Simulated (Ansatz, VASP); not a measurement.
# One calculation of Sn, two programs

File INCAR:

```
SYSTEM = Sn
PREC     = Accurate       ! precision mode
ENCUT    = 600            ! plane-wave cutoff, eV
EDIFF    = 1E-6           ! SCF threshold, eV
ISMEAR   = -1             ! smearing method
SIGMA    = 0.05           ! smearing width, eV
LREAL    = .False.        ! projectors in reciprocal space
LASPH    = .True.         ! aspherical terms in the spheres
NELM     = 80             ! most SCF steps
ALGO     = Normal         ! electronic algorithm
ISIF     = 3              ! what is computed and relaxed
LWAVE    = .False.        ! write WAVECAR
LCHARG   = .False.        ! write CHGCAR
GGA      = PE             ! functional
IBRION   = 2              ! ionic algorithm
NSW      = 80             ! ionic steps
EDIFFG   = -0.02          ! ionic threshold
```

KPOINTS

```
regular mesh
0
Gamma
  10 10 10
  0 0 0
```

Contents of POSCAR:

```
Sn
1.0
   -1.8946518192      1.8946518192      1.8946518192
    1.8946518192     -1.8946518192      1.8946518192
    1.8946518192      1.8946518192     -1.8946518192
Sn
1
Direct
    0.0000000000      0.0000000000      0.0000000000
```

File input.yaml:

```yaml
crystal:
  lattice:
    - [-1.8946518192, 1.8946518192, 1.8946518192]
    - [1.8946518192, -1.8946518192, 1.8946518192]
    - [1.8946518192, 1.8946518192, -1.8946518192]
  atoms:
    - { symbol: Sn, position: [0.0, 0.0, 0.0] }
kpoints:
  mp_grid: { grid: [10, 10, 10] }
scf:
  occupations: { method: fermi_dirac, width: 0.05 }
hamiltonian:
  xc: pbe
  pseudopotentials: { kind: all_electron, lapw: { basis_error: 0.001 } }
output:
  forces: true
  stress: true
relax:
  f_tol: 0.02
  max_steps: 60
  cell: {}
```

Alike in both runs: task relaxation of cell and atoms; functional PBE; k mesh 10 × 10 × 10; occupations fermi-dirac, width 0.05 eV; no spin polarisation.

|  | VASP | Ansatz |
| --- | --- | --- |
| version | VASP 6.6.1 | Ansatz 0.2.0 |
| potentials or method | VASP PAW PBE potentials, release 64 (Sn_d), cutoff 600 eV | all-electron LAPW, scalar-relativistic |

VASP gave:

```
relaxed volume (Å³/atom)                                     : 27.65
relaxed cell length with the largest relative difference (Å) : 3.299
```

Problem. Estimate Ansatz's values.

Solution. Relaxed volume (Å³/atom): 27.58; relaxed cell length with the largest relative difference (Å): 3.297.

Ansatz ran all-electron here, and VASP with PAW potentials.
